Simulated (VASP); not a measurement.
A run of VASP 6.6.1 is set up as follows.

INCAR

```
SYSTEM = Ti
ALGO = Normal ; DIPOL = 0.5 0.5 0.500
EDIFF = 1E-7 ; ENCUT = 520
GGA = PE ; IDIPOL = 3
ISIF = 2 ; ISMEAR = 0
LASPH = .True. ; LCHARG = .False.
LDIPOL = .True. ; LREAL = .False.
LWAVE = .False. ; NBANDS = 38
NELM = 80 ; PREC = Accurate
SIGMA = 0.1
```

The input KPOINTS:

```
k-points
0
Gamma
  12 12 1
  0 0 0
```

The input POSCAR:

```
Ti
1.0
    2.9076478643      0.0000000000      0.0000000000
   -1.4538239322      2.5180969158      0.0000000000
    0.0000000000      0.0000000000     24.4963381590
Ti
5
Direct
    0.6666666667      0.3333333333      0.3061682098
    0.3333333333      0.6666666667      0.4030841049
    0.0000000000      0.0000000000      0.5000000000
    0.6666666667      0.3333333333      0.5969158951
    0.3333333333      0.6666666667      0.6938317902
```

Potentials or basis: VASP PAW PBE potentials, release 64 (Ti_sv).

The run is started by

```console
$ cat potpaw_PBE.64/Ti_sv/POTCAR > POTCAR
$ mpirun -np 1 vasp_std > vasp.out
```

Problem. Estimate the largest force.

Solution. 0.508 eV/Å.

Problem. Predict the band gap on the k mesh.

Solution. Zero (bands 30 and 31 overlap by 0.77 eV).

Forces in eV/Å, atoms in the order of the input:
```
Ti   0.000  0.000  0.489
Ti   0.000  0.000 -0.508
Ti   0.000  0.000  0.000
Ti   0.000  0.000  0.508
Ti   0.000  0.000 -0.489
```
